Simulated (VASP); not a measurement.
# ErH4 in VASP: a series of runs, part 2 of 2

VASP 6.6.1. Earlier steps stand in the parts before.

## Step 4: Relaxation of cell and atoms, PBE

INCAR

```
SYSTEM = ErH4
PREC = Accurate ; ENCUT = 500
EDIFF = 1E-7 ; ISMEAR = 0
SIGMA = 0.1 ; LREAL = .False.
LASPH = .True. ; NELM = 200
ALGO = Normal ; ISIF = 3
LWAVE = .False. ; LCHARG = .False.
GGA = PE ; IBRION = 2
NSW = 100 ; EDIFFG = -0.01
GGA_COMPAT = .False. ; NELMIN = 4
LMAXMIX = 6
```

KPOINTS

```
Automatic mesh
0
Gamma
  14 14 14
  0 0 0
```

POSCAR

```
ErH4
1.0
   -2.2016505177      2.2016505177      1.8322404117
    2.2016505177     -2.2016505177      1.8322404117
    2.2016505177      2.2016505177     -1.8322404117
Er H
1 4
Direct
    0.0000000000      0.0000000000      0.0000000000
    0.5000000000      0.2115254572      0.7115254572
    0.5000000000      0.7884745428      0.2884745428
    0.2115254572      0.5000000000      0.7115254572
    0.7884745428      0.5000000000      0.2884745428
```

Potentials or basis: VASP PAW PBE potentials, release 64 (Er_3, H), 4f in core.

Started as:

```sh
$ cat potpaw_PBE.64/Er_3/POTCAR potpaw_PBE.64/H/POTCAR > POTCAR
$ mpirun -np 1 vasp_std > vasp.out
```

OUTCAR:

```text
SYSTEM = ErH4
   PREC = Accurate
   ENCUT = 500
   EDIFF = 1E-7
   ISMEAR = 0
   LREAL = .False.
   LASPH = .True.
   NELM = 200
   ISIF = 3
   GGA = PE
   IBRION = 2
   NSW = 100
   EDIFFG = -0.01
   NELMIN = 4

 ion  position               nearest neighbor table
   1  0.000  0.000  0.000-   5 2.23   3 2.23   2 2.23   4 2.23   5 2.23   3 2.23   2 2.23   4 2.23

   2  0.500  0.212  0.712-   1 2.23   1 2.23
   3  0.500  0.788  0.288-   1 2.23   1 2.23
   4  0.212  0.500  0.712-   1 2.23   1 2.23
   5  0.788  0.500  0.288-   1 2.23   1 2.23

  LATTYP: Found a body centered tetragonal cell.
 ALAT       =     4.4033010354
 C/A-ratio  =     0.8322121958

  Lattice vectors:

 A1 = (  -2.2016505177,   2.2016505177,   1.8322404117)
 A2 = (   2.2016505177,  -2.2016505177,   1.8322404117)
 A3 = (   2.2016505177,   2.2016505177,  -1.8322404117)
[... 278 lines left out ...]
  band No.  band energies     occupation
      1     -20.7631      2.00000
      2     -20.7631      2.00000
      3     -20.7276      2.00000
      4      -7.0970      2.00000
      5       3.0799      2.00000
      6       3.0799      2.00000
      7       3.8290      1.21215
      8       4.9388      0.00000
      9       5.0793      0.00000
     10       5.6882      0.00000
[... 287 lines left out ...]
 k-point    24 :       0.2857    0.1429    0.0000
  band No.  band energies     occupation
      1     -21.2095      2.00000
      2     -20.8779      2.00000
      3     -20.8290      2.00000
      4      -3.9894      2.00000
      5      -1.2998      2.00000
      6      -0.4980      2.00000
      7       3.4363      2.00000
      8       6.9656      0.00000
      9       7.9364      0.00000
     10       8.6852      0.00000

 [... further k-points ...]

------------------------ aborting loop because EDIFF is reached ----------------------------------------

  FORCE on cell =-STRESS in cart. coord.  units (eV):
  Direction    XX          YY          ZZ          XY          YZ          ZX
  --------------------------------------------------------------------------------------
  -------------------------------------------------------------------------------------
  Total        0.0363182      0.0363182      0.0123845      0.0000000     -0.0000000      0.0000000
  in kB        1.6413093      1.6413093      0.5596875      0.0000000     -0.0000000      0.0000000
  external PRESSURE =       1.2807687 kB  Pullay stress =       0.0000000 kB
[... 20 lines left out ...]
  FREE ENERGIE OF THE ION-ELECTRON SYSTEM (eV)
  ---------------------------------------------------
  free  energy   TOTEN  =       -18.8225046487 eV

  energy  without entropy=      -18.8196376262  energy(sigma->0) =      -18.82107114

 reached required accuracy - stopping structural energy minimisation
```

OSZICAR:

```text
N       E                     dE             d eps       ncg     rms          rms(c)
DAV:   1     0.164959320469E+02    0.16496E+02   -0.61022E+03  7192   0.119E+03
[... 21 lines left out ...]
       N       E                     dE             d eps       ncg     rms          rms(c)
DAV:   1    -0.188225786684E+02   -0.13607E-03   -0.44472E-03  7664   0.974E-01    0.110E-01
DAV:   2    -0.188225307862E+02    0.47882E-04   -0.15200E-04  7652   0.156E-01    0.485E-02
DAV:   3    -0.188225045468E+02    0.26239E-04   -0.52578E-05  9272   0.121E-01    0.131E-02
DAV:   4    -0.188225045296E+02    0.17162E-07   -0.28858E-06  6892   0.198E-02    0.990E-03
DAV:   5    -0.188225046693E+02   -0.13971E-06   -0.77949E-07  8018   0.938E-03    0.998E-04
DAV:   6    -0.188225046487E+02    0.20597E-07   -0.19015E-08  3574   0.270E-03
   3 F= -.18822505E+02 E0= -.18821071E+02  d E =-.266048E-03
```

CONTCAR:

```text
ErH4
   1.00000000000000
    -2.2024449541129902    2.2024449541129902    1.8271494911873607
     2.2024449541129902   -2.2024449541129902    1.8271494911873607
     2.2024449541129902    2.2024449541129902   -1.8271494911873607
  Er              H
     1     4
Direct
     0.0000000000000000    0.0000000000000000    0.0000000000000000
     0.5000000000000000    0.2118125633937739    0.7118125633937739
     0.5000000000000000    0.7881874366062261    0.2881874366062261
     0.2118125633937739    0.5000000000000000    0.7118125633937739
     0.7881874366062261    0.5000000000000000    0.2881874366062261

  0.00000000E+00  0.00000000E+00  0.00000000E+00
  0.00000000E+00  0.00000000E+00  0.00000000E+00
  0.00000000E+00  0.00000000E+00  0.00000000E+00
  0.00000000E+00  0.00000000E+00  0.00000000E+00
  0.00000000E+00  0.00000000E+00  0.00000000E+00
```

Wall time 87 s (1 thread of Intel Xeon 6975P-C (Granite Rapids), shared host); peak memory 0.24 GiB.

Results:

| Property | Result |
| --- | --- |
| Free energy | -18.8225 eV |
| Relaxed volume | 7.09 Å³/atom |
| Relaxed cell | a = 3.611 Å, b = 3.611 Å, c = 3.611 Å, α = 104.83°, β = 104.83°, γ = 119.21° |
| Space group after relaxing (to 0.1 Å) | I4/mmm (No. 139) |
| Energy gained by relaxing | 0.1 meV/atom |
| Ionic steps | 3 |
| Pressure after relaxing | 0.1 GPa |
| Largest force after relaxing | 0.004 eV/Å |
| Band gap on the k mesh | zero (an odd number of electrons rules out a gap without spin polarisation) |

Forces in eV/Å, atoms in the order of the input:
```
Er   0.000  0.000  0.000
H    0.004  0.000  0.000
H   -0.004  0.000  0.000
H    0.000  0.004  0.000
H    0.000 -0.004  0.000
```

The path:
| step | energy change (eV) | largest force (eV/Å) | pressure (GPa) | volume (Å³) |
| --- | --- | --- | --- | --- |
| 1 | 0.0000 | 0.0140 | -0.17 | 35.53 |
| 2 | -0.0002 | 0.0090 | -0.01 | 35.49 |
| 3 | -0.0003 | 0.0044 | 0.13 | 35.45 |

Final structure:
```cif
data_structure
_symmetry_space_group_name_H-M 'P 1'
_symmetry_Int_Tables_number 1
_cell_length_a 3.6111
_cell_length_b 3.6111
_cell_length_c 3.6111
_cell_angle_alpha 104.834
_cell_angle_beta 104.834
_cell_angle_gamma 119.207
_cell_volume 35.45
loop_
_atom_site_label
_atom_site_type_symbol
_atom_site_fract_x
_atom_site_fract_y
_atom_site_fract_z
_atom_site_occupancy
Er1 Er 0.00000 0.00000 0.00000 1
H1 H 0.50000 0.21181 0.71181 1
H2 H 0.50000 0.78819 0.28819 1
H3 H 0.21181 0.50000 0.71181 1
H4 H 0.78819 0.50000 0.28819 1
```

Caveat: spin-orbit coupling is left out, which moves the levels of the heavy elements; the 4f electrons are frozen in the core, so they carry no moment and show no levels. Spin polarisation is off, so any magnetic state and its effect on volume and gap are missing.

## Step 5: Overview

| task | cell | k mesh | gap on the mesh (eV) | pressure (GPa) | largest force (eV/Å) |
| --- | --- | --- | --- | --- | --- |
| single point | a = 3.613 Å, angles 104.9, 104.9, 119.0°, 5 atoms | 6 × 6 × 6 | none | 0.1 | 0.01 |
| single point | a = 3.612 Å, angles 104.8, 104.8, 119.4°, 5 atoms | 14 × 14 × 14 | none | 0.2 | 0.01 |
| relaxation of cell and atoms | relaxed from a = 3.613 Å, angles 104.9, 104.9, 119.0°, 5 atoms | 14 × 14 × 14 | none | 0.1 | - |

Alike in all rows: level PBE; potentials or basis VASP PAW PBE potentials, release 64 (Er_3, H), 4f in core; no spin polarisation; cutoff (eV) 500; smearing gaussian 0.1 eV.

Caveats: some runs use coarse meshes; spin-orbit coupling is left out, which moves the levels of the heavy elements; the 4f electrons are frozen in the core, so they carry no moment and show no levels.

Total energies depend on the potentials used, so only differences within one code and one set of settings carry meaning.
